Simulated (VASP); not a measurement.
Here is a VASP 6.6.1 calculation.

File POSCAR:

```
CsCl
1.0
    4.1401746887      0.0000000000      0.0000000000
    0.0000000000      4.1401746887      0.0000000000
    0.0000000000      0.0000000000      4.1401746887
Cs Cl
1 1
Direct
    0.0000000000      0.0000000000      0.0000000000
    0.5000000000      0.5000000000      0.5000000000
```

File INCAR.step1:

```
PREC = Accurate
ENCUT = 550
ISMEAR = -1
SIGMA = 0.05
LREAL = False
LASPH = True
NELM = 120
NBANDS = 15
GGA = PE
ALGO = Normal
EDIFF = 1E-5
LWAVE = True
LCHARG = False
GGA_COMPAT = False
```

The input INCAR.step2:

```
PREC = Accurate
ENCUT = 550
EDIFF = 1E-6
ISMEAR = -1
SIGMA = 0.05
LREAL = False
LASPH = True
NELM = 120
ALGO = Normal
ISIF = 2
LWAVE = False
LCHARG = False
METAGGA = R2SCAN
LMIXTAU = True
NBANDS = 15
ISTART = 1
GGA_COMPAT = False
```

Contents of KPOINTS:

```
Automatic mesh
0
Gamma
  8 8 8
```

Potentials or basis: VASP PAW PBE potentials, release 64 (Cs_sv, Cl).

Launch:

```bash
$ cat potpaw_PBE.64/Cs_sv/POTCAR potpaw_PBE.64/Cl/POTCAR > POTCAR
$ cp INCAR.step1 INCAR
$ mpirun -np 1 vasp_std > vasp.out
$ cp INCAR.step2 INCAR
$ mpirun -np 1 vasp_std > vasp.out
```

Question: Estimate the band gap on the k mesh.

Answer: 5.91 eV, direct.

Question: What does it give for the pressure?

Answer: 0.0 GPa.

Caveat: the PAW data sets were made with another functional, which shifts forces and pressure a little; spin-orbit coupling is left out, which moves the levels of the heavy elements. A k mesh can miss the band edges.
